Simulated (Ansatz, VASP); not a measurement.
## Two plane-wave programs on BAs

```
B As
1.0
     0.00000    2.38850    2.38850
     2.38850    0.00000    2.38850
     2.38850    2.38850    0.00000
B As
1 1
Direct
  0.00000 0.00000 0.00000
  0.75000 0.75000 0.75000
```

Alike in both runs: task electric field gradients; functional LDA; k mesh 15 × 15 × 15; occupations fermi-dirac, width 0.03 eV; no spin polarisation.

```csv
,VASP,Ansatz
version,VASP 6.6.1,Ansatz 0.2.0
potentials or method,"VASP PAW LDA potentials, release 64 (B, As)","PAW with Ansatz's default frozen-core files, scalar-relativistic"
plane-wave cutoff (eV),520,420
valence electrons in the cell,8,18
```

|  | VASP | Ansatz | Ansatz less VASP |
| --- | --- | --- | --- |
| gap on the k mesh at the Fermi level (eV) | 1.12 | 1.13 | +0.007 |
| pressure (GPa) | -3.1 | -3.9 | -0.84 |

LDA's correlation is that of Perdew and Zunger in VASP and of Perdew and Wang (1992) in Ansatz. VASP's potentials hold 8 valence electrons a cell and Ansatz's 18, so a difference there can come from the potentials and not from the codes.
